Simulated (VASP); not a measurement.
A run of VASP 6.6.1 is set up as follows.

File INCAR:

```
  PREC = Accurate
  ENCUT = 600
  EDIFF = 1E-6
  ISMEAR = -1
  SIGMA = 0.05
  LREAL = F
  LASPH = T
  NELM = 60
  ALGO = Normal
  ISIF = 3
  LWAVE = F
  LCHARG = F
  GGA = PS
  IBRION = 2
  NSW = 32
  EDIFFG = -0.005
  PSTRESS = 2700.0
```

The input KPOINTS:

```
Automatic mesh
0
Gamma
  19 19 10
```

Contents of POSCAR:

```
Ge
1.0
    2.3249647902      0.0000000000      0.0000000000
   -1.1624823951      2.0134785712      0.0000000000
    0.0000000000      0.0000000000      3.8071636173
Ge
2
Direct
    0.3333333333      0.6666666667      0.2500000000
    0.6666666667      0.3333333333      0.7500000000
```

Potentials or basis: VASP PAW PBE potentials, release 64 (Ge_d).

The run is started by

```bash
$ cat potpaw_PBE.64/Ge_d/POTCAR > POTCAR
$ mpirun -np 1 vasp_std > vasp.out
```

Problem. What does it give for the band gap on the k mesh?

Solution. Zero (bands 14 and 15 overlap by 18.39 eV).

Problem. What does it give for the space group after relaxing (to 0.1 Å)?

Solution. P6_3/mmc (No. 194).

Final structure:
```xyz
2
Lattice="2.3262 0.0000 0.0000 -1.1631 2.0146 0.0000 0.0000 0.0000 3.8091" Properties=species:S:1:pos:R:3 pbc="T T T"
Ge    0.0000    1.3430    0.9523
Ge    1.1631    0.6715    2.8568
```

Caveat: the cell is relaxed towards a set pressure, so the run minimises the enthalpy, not the energy.
